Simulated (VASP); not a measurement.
# VSi63 (a cell with a defect) in VASP: further runs, part 2 of 2

VASP 6.6.1. Earlier steps stand in the parts before.

## (3) Single point, PBEsol, collinear spin, ferromagnetic start

File INCAR:

```
PREC = Accurate
ENCUT = 400
EDIFF = 1E-6
ISMEAR = -1
SIGMA = 0.05
LREAL = Auto
LASPH = True
NELM = 200
ALGO = Normal
ISIF = 2
LWAVE = False
LCHARG = False
ISPIN = 2
MAGMOM = 0 0 0 0 0 0 0 0 0 0 0 0 0 0 0 0 0 0 0 0 0 0 0 0 0 0 0 0 0 0 0 0 0 0 0 0 0 0 0 0 0 0 0 0 0 0 0 0 0 0 0 0 0 0 0 0 0 0 0 0 0 0 0 1
LORBIT = 11
LMAXMIX = 4
GGA = PS
ISYM = -1
NBANDS = 174
GGA_COMPAT = False
```

File KPOINTS:

```
explicit points
1
Reciprocal
  0.25000000   0.25000000   0.25000000 1
```

File POSCAR:

```
VSi63
1.0
   10.8655790000      0.0000000000      0.0000000000
    0.0000000000     10.8655790000      0.0000000000
    0.0000000000      0.0000000000     10.8655790000
Si V
63 1
Direct
    0.0003140000      0.0005180000      0.0005920000
    0.9997730000      0.0000110000      0.5011830000
    0.9977320000      0.5010850000      0.9990480000
    0.9996070000      0.5000940000      0.5000750000
    0.5008500000      0.9979630000      0.9990170000
    0.4998880000      0.9998240000      0.5000540000
    0.5000130000      0.5002680000      0.9999850000
    0.1251950000      0.1254680000      0.1263380000
    0.1265460000      0.1267590000      0.6249190000
    0.1231940000      0.6258500000      0.1232440000
    0.1235250000      0.6250720000      0.6259870000
    0.6256330000      0.1234120000      0.1231810000
    0.6248120000      0.1237860000      0.6259830000
    0.6249150000      0.6251740000      0.1250920000
    0.6149400000      0.6152030000      0.6179500000
    0.2504090000      0.2506250000      0.0020490000
    0.2536370000      0.2538870000      0.5015050000
    0.2497040000      0.7515880000      0.0006290000
    0.2473360000      0.7523720000      0.5032170000
    0.7513690000      0.2499430000      0.0005930000
    0.7521630000      0.2475260000      0.5032080000
    0.7496810000      0.7498890000      0.9999860000
    0.7466450000      0.7468630000      0.5014510000
    0.3759810000      0.3761840000      0.1260430000
    0.3741650000      0.3744710000      0.6403980000
    0.3749240000      0.8769660000      0.1252770000
    0.3757280000      0.8756180000      0.6263810000
    0.8766750000      0.3751950000      0.1252880000
    0.8753520000      0.3759680000      0.6263780000
    0.8750070000      0.8752710000      0.1251310000
    0.8733270000      0.8735800000      0.6250490000
    0.2507140000      0.0015630000      0.2516340000
    0.2504070000      0.0010560000      0.7502410000
    0.2488920000      0.5025850000      0.2478870000
    0.2465360000      0.5032690000      0.7552390000
    0.7502710000      0.0001990000      0.2504490000
    0.7500170000      0.9991500000      0.7506110000
    0.7520100000      0.5015770000      0.2487000000
    0.7472820000      0.5012200000      0.7476150000
    0.3770110000      0.1271120000      0.3757400000
    0.3747870000      0.1239750000      0.8780550000
    0.3697800000      0.6339860000      0.3717100000
    0.3757520000      0.6272860000      0.8765080000
    0.8763550000      0.1246430000      0.3754180000
    0.8757730000      0.1249670000      0.8748820000
    0.8750020000      0.6261350000      0.3760270000
    0.8727020000      0.6248420000      0.8736560000
    0.0013010000      0.2510000000      0.2516260000
    0.0008150000      0.2506380000      0.7502160000
    0.9999540000      0.7505390000      0.2504400000
    0.9988800000      0.7502640000      0.7506120000
    0.5023560000      0.2490460000      0.2478660000
    0.5030090000      0.2468390000      0.7551950000
    0.5013100000      0.7522920000      0.2486580000
    0.5009890000      0.7475530000      0.7476230000
    0.1268930000      0.3772670000      0.3757200000
    0.1237150000      0.3749930000      0.8780760000
    0.1244170000      0.8765750000      0.3754530000
    0.1247560000      0.8759730000      0.8748730000
    0.6337500000      0.3699180000      0.3716870000
    0.6270250000      0.3759920000      0.8765160000
    0.6259170000      0.8752020000      0.3760190000
    0.6246400000      0.8729380000      0.8736660000
    0.4852510000      0.4854350000      0.4859670000
```

Potentials or basis: VASP PAW PBE potentials, release 64 (Si, V_sv).

On the command line:

```bash
cat potpaw_PBE.64/Si/POTCAR potpaw_PBE.64/V_sv/POTCAR > POTCAR
mpirun -np 1 vasp_std > vasp.out
```

OUTCAR:

```text
PREC = Accurate
   ENCUT = 400
   EDIFF = 1E-6
   ISMEAR = -1
   LREAL = Auto
   LASPH = True
   NELM = 200
   ISIF = 2
   ISPIN = 2
   LORBIT = 11
   GGA = PS
   ISYM = -1

 ion  position               nearest neighbor table
   1  0.000  0.001  0.001-  45 2.35  59 2.35  30 2.35   8 2.36
   2  1.000  0.000  0.501-  58 2.35  44 2.35  31 2.36   9 2.37
   3  0.998  0.501  0.999-  57 2.34  28 2.34  47 2.35  10 2.35
   4  1.000  0.500  0.500-  56 2.35  29 2.35  46 2.35  11 2.35
   5  0.501  0.998  0.999-  41 2.34  26 2.34  63 2.35  12 2.35
   6  0.500  1.000  0.500-  40 2.35  62 2.35  27 2.35  13 2.35
[... 56 lines left out ...]
  63  0.625  0.873  0.874-   5 2.35  22 2.35  37 2.35  55 2.35
  64  0.485  0.485  0.486-  42 2.39  60 2.39  25 2.39  15 2.46

[... 559 lines left out ...]
      5.44203     10.84345     10.85490        -0.012242      0.004874      0.009586
      5.43157     10.86367      5.43338         0.002528      0.002250     -0.002170
[... 56 lines left out ...]
      6.78708      9.48498      9.49289         0.015268     -0.004432     -0.009283
      5.27253      5.27453      5.28031         0.005593      0.007090      0.070498
 -----------------------------------------------------------------------------------
    total drift:                               -0.000096     -0.008993     -0.016797

  FREE ENERGIE OF THE ION-ELECTRON SYSTEM (eV)
  ---------------------------------------------------
  free  energy   TOTEN  =      -368.6240309730 eV

  energy  without entropy=     -368.5557170073  energy(sigma->0) =     -368.58987399

 total charge

# of ion       s       p       d       tot
------------------------------------------
    1        0.752   0.937   0.000   1.689
    2        0.755   0.932   0.000   1.687
    3        0.754   0.942   0.000   1.696
    4        0.752   0.939   0.000   1.690
    5        0.754   0.942   0.000   1.696
    6        0.752   0.939   0.000   1.690
[... 56 lines left out ...]
   63        0.750   0.942   0.000   1.692
   64        2.312   6.140   3.110  11.562
--------------------------------------------------
tot         49.837  65.131   3.110 118.078

 magnetization (x)

# of ion       s       p       d       tot
------------------------------------------
    1       -0.000  -0.000   0.000  -0.001
    2       -0.001  -0.004   0.000  -0.005
    3       -0.001  -0.002   0.000  -0.003
    4        0.000  -0.000   0.000  -0.000
    5       -0.001  -0.002   0.000  -0.003
    6        0.000  -0.000   0.000  -0.000
[... 56 lines left out ...]
   63       -0.000  -0.000   0.000  -0.001
   64        0.016  -0.002   1.079   1.093
--------------------------------------------------
tot          0.001  -0.125   1.079   0.954
```

OSZICAR:

```text
N       E                     dE             d eps       ncg     rms          rms(c)
DAV:   1     0.632191958238E+03    0.63219E+03   -0.90103E+04   728   0.103E+03
DAV:   2    -0.309499598375E+03   -0.94169E+03   -0.89279E+03   836   0.175E+02
[... 13 lines left out ...]
DAV:  16    -0.368623789304E+03   -0.12585E-02   -0.30455E-03   848   0.107E-01    0.219E-01
DAV:  17    -0.368623958921E+03   -0.16962E-03   -0.88860E-04   848   0.735E-02    0.805E-02
DAV:  18    -0.368623996203E+03   -0.37282E-04   -0.39936E-04   832   0.409E-02    0.351E-02
DAV:  19    -0.368624021915E+03   -0.25712E-04   -0.83541E-05   824   0.157E-02    0.269E-02
DAV:  20    -0.368624031626E+03   -0.97108E-05   -0.32427E-05   840   0.797E-03    0.308E-02
DAV:  21    -0.368624030973E+03    0.65279E-06   -0.17518E-06   536   0.318E-03
   1 F= -.36862403E+03 E0= -.36858987E+03  d E =-.683140E-01  mag=     1.0313
```

Wall time 8.7 min (1 thread of Intel Xeon Platinum 8488C (Sapphire Rapids), shared host); peak memory 1.1 GiB.

Results:

```
Free energy                                           : -368.6240 eV
Pressure                                              : 0.3 GPa
Largest force                                         : 0.117 eV/Å
Net moment                                            : 1.03 μB per cell
Site moments                                          : Si -0.00, -0.01, -0.03, +0.00 (each value once); V +1.09 μB
Valence electrons inside the program's atomic spheres : Si 1.69, 1.70, 1.68, 1.67, 1.72, 1.73 (each value once); V 11.56
```

Forces on the atoms (eV/Å):
```
Si   0.001  0.003  0.003
Si  -0.005 -0.006  0.033
Si   0.005 -0.012  0.009
Si   0.001  0.004 -0.003
Si  -0.012  0.005  0.010
Si   0.003  0.002 -0.002
Si   0.005  0.003  0.000
Si  -0.002 -0.003 -0.002
Si  -0.007 -0.004 -0.066
Si  -0.005  0.023  0.002
Si   0.000  0.001  0.004
Si   0.022 -0.004  0.004
Si   0.002 -0.001  0.004
Si  -0.006 -0.008  0.003
Si   0.029  0.029 -0.096
Si  -0.005 -0.004 -0.003
Si  -0.031 -0.033  0.077
Si   0.007  0.002  0.001
Si  -0.006  0.011 -0.018
Si   0.002  0.006  0.002
Si   0.011 -0.004 -0.018
Si   0.000  0.001  0.006
Si  -0.007 -0.008  0.054
Si   0.003  0.004  0.002
Si  -0.033 -0.035 -0.106
Si  -0.009 -0.005  0.005
Si   0.001 -0.003 -0.004
Si  -0.005 -0.010  0.005
Si  -0.002 -0.002 -0.004
Si   0.001 -0.001 -0.004
Si   0.004  0.006 -0.039
Si   0.007  0.003  0.005
Si  -0.006  0.002  0.005
Si  -0.002 -0.020  0.031
Si   0.006  0.006 -0.005
Si  -0.002  0.005  0.001
Si   0.002  0.000  0.000
Si  -0.006  0.005  0.004
Si  -0.001 -0.015  0.009
Si  -0.015  0.003  0.004
Si  -0.005 -0.002 -0.007
Si   0.025  0.044 -0.015
Si  -0.008  0.001  0.001
Si   0.007 -0.006  0.012
Si  -0.004  0.003 -0.002
Si  -0.002  0.001  0.001
Si  -0.004  0.016 -0.009
Si   0.003  0.007  0.004
Si   0.002 -0.007  0.006
Si   0.006 -0.002  0.003
Si   0.000  0.002 -0.001
Si  -0.021  0.000  0.030
Si   0.004  0.005 -0.004
Si   0.006 -0.005  0.005
Si  -0.016 -0.001  0.009
Si   0.003 -0.016  0.006
Si  -0.001 -0.005 -0.007
Si  -0.006  0.006  0.010
Si   0.002 -0.005  0.000
Si   0.044  0.025 -0.016
Si   0.002 -0.007 -0.001
Si  -0.001 -0.002  0.001
Si   0.015 -0.004 -0.009
V    0.006  0.007  0.070
```

Caveat: the PAW data sets were made with another functional, which shifts forces and pressure a little.

## (4) Single point, PBEsol, collinear spin, ferromagnetic start

File INCAR:

```
ALGO = Normal
EDIFF = 1E-6
ENCUT = 400
GGA = PS
GGA_COMPAT = F
ISIF = 2
ISMEAR = -1
ISPIN = 2
ISYM = -1
LASPH = T
LCHARG = F
LMAXMIX = 4
LORBIT = 11
LREAL = Auto
LWAVE = F
MAGMOM = 0 0 0 0 0 0 0 0 0 0 0 0 0 0 0 0 0 0 0 0 0 0 0 0 0 0 0 0 0 0 0 0 0 0 0 0 0 0 0 0 0 0 0 0 0 0 0 0 0 0 0 0 0 0 0 0 0 0 0 0 0 0 0 3
NBANDS = 174
NELM = 200
PREC = Accurate
SIGMA = 0.05
```

KPOINTS is that of step 3.

File POSCAR:

```
VSi63
1.0
   10.8655790000      0.0000000000      0.0000000000
    0.0000000000     10.8655790000      0.0000000000
    0.0000000000      0.0000000000     10.8655790000
Si V
63 1
Direct
    0.0003140000      0.0005180000      0.0005920000
    0.9997740000      0.0000110000      0.5011830000
    0.9977310000      0.5010850000      0.9990480000
    0.9996080000      0.5000940000      0.5000750000
    0.5008500000      0.9979620000      0.9990170000
    0.4998880000      0.9998240000      0.5000540000
    0.5000140000      0.5002680000      0.9999850000
    0.1251950000      0.1254680000      0.1263380000
    0.1265460000      0.1267600000      0.6249190000
    0.1231940000      0.6258500000      0.1232440000
    0.1235250000      0.6250720000      0.6259880000
    0.6256330000      0.1234120000      0.1231800000
    0.6248120000      0.1237860000      0.6259830000
    0.6249150000      0.6251740000      0.1250930000
    0.6149350000      0.6151980000      0.6179450000
    0.2504090000      0.2506260000      0.0020500000
    0.2536390000      0.2538880000      0.5015060000
    0.2497040000      0.7515890000      0.0006290000
    0.2473350000      0.7523720000      0.5032170000
    0.7513690000      0.2499430000      0.0005930000
    0.7521640000      0.2475250000      0.5032080000
    0.7496810000      0.7498890000      0.9999860000
    0.7466440000      0.7468620000      0.5014510000
    0.3759810000      0.3761840000      0.1260440000
    0.3741660000      0.3744720000      0.6404020000
    0.3749240000      0.8769660000      0.1252770000
    0.3757280000      0.8756190000      0.6263810000
    0.8766750000      0.3751950000      0.1252880000
    0.8753520000      0.3759690000      0.6263780000
    0.8750070000      0.8752710000      0.1251310000
    0.8733260000      0.8735790000      0.6250480000
    0.2507150000      0.0015640000      0.2516350000
    0.2504070000      0.0010560000      0.7502410000
    0.2488930000      0.5025860000      0.2478880000
    0.2465340000      0.5032700000      0.7552410000
    0.7502720000      0.0001990000      0.2504490000
    0.7500170000      0.9991500000      0.7506110000
    0.7520110000      0.5015770000      0.2487000000
    0.7472800000      0.5012200000      0.7476130000
    0.3770120000      0.1271130000      0.3757410000
    0.3747860000      0.1239750000      0.8780560000
    0.3697810000      0.6339880000      0.3717110000
    0.3757520000      0.6272870000      0.8765080000
    0.8763550000      0.1246420000      0.3754180000
    0.8757730000      0.1249670000      0.8748820000
    0.8750020000      0.6261350000      0.3760270000
    0.8727010000      0.6248420000      0.8736550000
    0.0013010000      0.2510010000      0.2516260000
    0.0008150000      0.2506380000      0.7502160000
    0.9999540000      0.7505390000      0.2504400000
    0.9988790000      0.7502640000      0.7506120000
    0.5023570000      0.2490460000      0.2478660000
    0.5030090000      0.2468380000      0.7551970000
    0.5013100000      0.7522930000      0.2486580000
    0.5009890000      0.7475520000      0.7476220000
    0.1268940000      0.3772670000      0.3757200000
    0.1237150000      0.3749920000      0.8780760000
    0.1244170000      0.8765750000      0.3754530000
    0.1247550000      0.8759730000      0.8748720000
    0.6337510000      0.3699180000      0.3716870000
    0.6270260000      0.3759920000      0.8765160000
    0.6259180000      0.8752030000      0.3760190000
    0.6246400000      0.8729370000      0.8736650000
    0.4852440000      0.4854270000      0.4859620000
```

On the command line:

```bash
cat potpaw_PBE.64/Si/POTCAR potpaw_PBE.64/V_sv/POTCAR > POTCAR
mpirun -np 1 vasp_std > vasp.out
```

Run time: 9.1 min. Hardware: 1 thread of Intel Xeon Platinum 8488C (Sapphire Rapids), shared host; peak memory 1.1 GiB.

Results (log left out):

- Free energy: -368.6240 eV
- Pressure: 0.3 GPa
- Largest force: 0.116 eV/Å
- Net moment: 1.03 μB per cell
- Site moments: Si -0.00, -0.01, -0.03, +0.00 (each value once); V +1.09 μB
- Valence electrons inside the program's atomic spheres: Si 1.69, 1.70, 1.68, 1.67, 1.72, 1.73 (each value once); V 11.56

Forces in eV/Å, atoms in the order of the input:
```
Si   0.001  0.003  0.003
Si  -0.005 -0.006  0.033
Si   0.005 -0.012  0.009
Si   0.001  0.004 -0.003
Si  -0.012  0.005  0.009
Si   0.003  0.002 -0.002
Si   0.005  0.003  0.000
Si  -0.002 -0.003 -0.002
Si  -0.006 -0.004 -0.066
Si  -0.005  0.023  0.002
Si   0.000  0.001  0.004
Si   0.022 -0.004  0.004
Si   0.002 -0.001  0.004
Si  -0.006 -0.008  0.003
Si   0.029  0.030 -0.095
Si  -0.005 -0.004 -0.003
Si  -0.031 -0.033  0.077
Si   0.007  0.002  0.001
Si  -0.006  0.011 -0.018
Si   0.002  0.006  0.002
Si   0.011 -0.004 -0.018
Si  -0.001  0.001  0.006
Si  -0.007 -0.008  0.054
Si   0.003  0.004  0.002
Si  -0.034 -0.035 -0.106
Si  -0.009 -0.005  0.005
Si   0.001 -0.003 -0.004
Si  -0.005 -0.010  0.005
Si  -0.002 -0.002 -0.004
Si   0.001 -0.001 -0.004
Si   0.004  0.006 -0.039
Si   0.007  0.003  0.005
Si  -0.006  0.002  0.005
Si  -0.002 -0.020  0.030
Si   0.006  0.006 -0.005
Si  -0.002  0.005  0.001
Si   0.002 -0.001  0.000
Si  -0.006  0.004  0.004
Si  -0.001 -0.015  0.010
Si  -0.015  0.003  0.004
Si  -0.005 -0.003 -0.007
Si   0.025  0.044 -0.015
Si  -0.008  0.001  0.001
Si   0.007 -0.006  0.012
Si  -0.004  0.003 -0.002
Si  -0.002  0.001  0.001
Si  -0.004  0.016 -0.009
Si   0.003  0.006  0.004
Si   0.002 -0.006  0.006
Si   0.006 -0.002  0.003
Si   0.000  0.001 -0.001
Si  -0.021  0.000  0.029
Si   0.004  0.005 -0.004
Si   0.006 -0.005  0.005
Si  -0.016 -0.001  0.009
Si   0.003 -0.016  0.006
Si  -0.001 -0.005 -0.007
Si  -0.006  0.006  0.010
Si   0.002 -0.005  0.000
Si   0.044  0.025 -0.016
Si   0.002 -0.007 -0.001
Si  -0.001 -0.002  0.001
Si   0.015 -0.004 -0.009
V    0.006  0.007  0.070
```

Stress tensor (GPa, compression positive):
```
 0.20 -1.28 -1.10
-1.28  0.20 -1.10
-1.10 -1.10  0.38
```

Levels at points of the mesh, in eV from the Fermi level:
Spin up:
| k point | band 131 | band 132 | band 133 | band 134 | band 135 | band 136 |
| --- | --- | --- | --- | --- | --- | --- |
| (0.25, 0.25, 0.25) | -0.32 | -0.31 | -0.04 | 0.04 | 0.78 | 0.86 |
Spin down:
| k point | band 130 | band 131 | band 132 | band 133 | band 134 | band 135 |
| --- | --- | --- | --- | --- | --- | --- |
| (0.25, 0.25, 0.25) | -0.54 | -0.24 | -0.24 | 0.70 | 0.76 | 0.92 |

Caveat: the PAW data sets were made with another functional, which shifts forces and pressure a little.
